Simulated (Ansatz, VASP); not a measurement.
One calculation of Tl, two programs

```xyz
1
Lattice="0.0000 2.4583 2.4583 2.4583 0.0000 2.4583 2.4583 2.4583 0.0000" Properties=species:S:1:pos:R:3 pbc="T T T"
Tl    0.0000    0.0000    0.0000
```

Alike in both runs: task single point; functional PBEsol; k mesh 6 × 6 × 6; occupations gaussian, width 0.1 eV; no spin polarisation.

|  | VASP | Ansatz |
| --- | --- | --- |
| version | VASP 6.6.1 | Ansatz 0.2.0 |
| potentials or method | VASP PAW PBE potentials, release 64 (Tl_d), cutoff 500 eV | scalar-relativistic, plane waves, PAW |
| valence electrons in the cell | 13 | 13 |

|  | VASP | Ansatz | Ansatz less VASP |
| --- | --- | --- | --- |
| gap on the k mesh at the Fermi level (eV) | none | none | - |
| pressure (GPa) | -1.3 | -1.3 | +0.03 |

VASP's potentials were made for PBE, not for PBEsol. A gap of «none» marks a metal or a gap that the smearing closes.

The k mesh is coarse, so the values compare programs but aren't converged. Neither program's run includes spin-orbit coupling.
